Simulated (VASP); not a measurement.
Write the native input for VASP 6.6.1 that does the following.

```yaml
Task: relaxation of cell and atoms
Functional: PBE
Potentials_or_basis: VASP PAW PBE potentials, release 64 (Au)
Cutoff: 600 eV
k_mesh: 15 × 15 × 15
Occupations: fermi-dirac, width 0.1 eV
Spin: no spin polarisation
Target_pressure: 55 GPa
Dipole_correction: no
Further_INCAR_settings: ALGO = Normal; EDIFF = 1e-06; IBRION = 2; EDIFFG = -0.005; NSW = 60; ISIF = 3
```

The structure of Au lies in POSCAR:

```
Au
1.0
    2.4819533313      0.0000000000      0.0000000000
    0.0000000000      2.4819533313      0.0000000000
    0.0000000000      0.0000000000      2.4819533313
Au
1
Direct
    0.0000000000      0.0000000000      0.0000000000
```

This isn't the form of Au at room conditions, which is fcc.

The input as run:

INCAR

```
SYSTEM = Au
ALGO     = Normal         ! electronic algorithm
EDIFF    = 1E-6           ! SCF threshold, eV
EDIFFG   = -0.005         ! ionic threshold
ENCUT    = 600            ! plane-wave cutoff, eV
GGA      = PE             ! functional
IBRION   = 2              ! ionic algorithm
ISIF     = 3              ! what is computed and relaxed
ISMEAR   = -1             ! smearing method
LASPH    = .TRUE.         ! aspherical terms in the spheres
LCHARG   = .FALSE.        ! write CHGCAR
LREAL    = .FALSE.        ! projectors in reciprocal space
LWAVE    = .FALSE.        ! write WAVECAR
NELM     = 80             ! most SCF steps
NSW      = 60             ! ionic steps
PREC     = Accurate       ! precision mode
PSTRESS  = 550.0        
SIGMA    = 0.1            ! smearing width, eV
```

KPOINTS

```
k-points
0
G
  15 15 15
  0 0 0
```

Potentials or basis: VASP PAW PBE potentials, release 64 (Au).

Run with:

```console
$ cat potpaw_PBE.64/Au/POTCAR > POTCAR
$ mpirun -np 1 vasp_std > vasp.out
```

It gave:

The relaxed volume is 16.04 Å³/atom and the relaxed cell is a = 2.522 Å, b = 2.522 Å, c = 2.522 Å, α = 90.00°, β = 90.00°, γ = 90.00°. The space group after relaxing (to 0.1 Å) is Pm-3m (No. 221) and the energy change on relaxing (the run minimises the enthalpy) is -303.2 meV/atom. The ionic steps are 18 and the pressure after relaxing is 55.0 GPa. The band gap on the k mesh is zero (an odd number of electrons rules out a gap without spin polarisation).

Caveat: the cell is relaxed towards a set pressure, so the run minimises the enthalpy, not the energy; spin-orbit coupling is left out, which moves the levels of the heavy elements.

Run time: 44 s on 1 thread of AMD EPYC 9R45 96-Core Processor (Zen 5), on a shared host, peak memory 0.12 GiB.
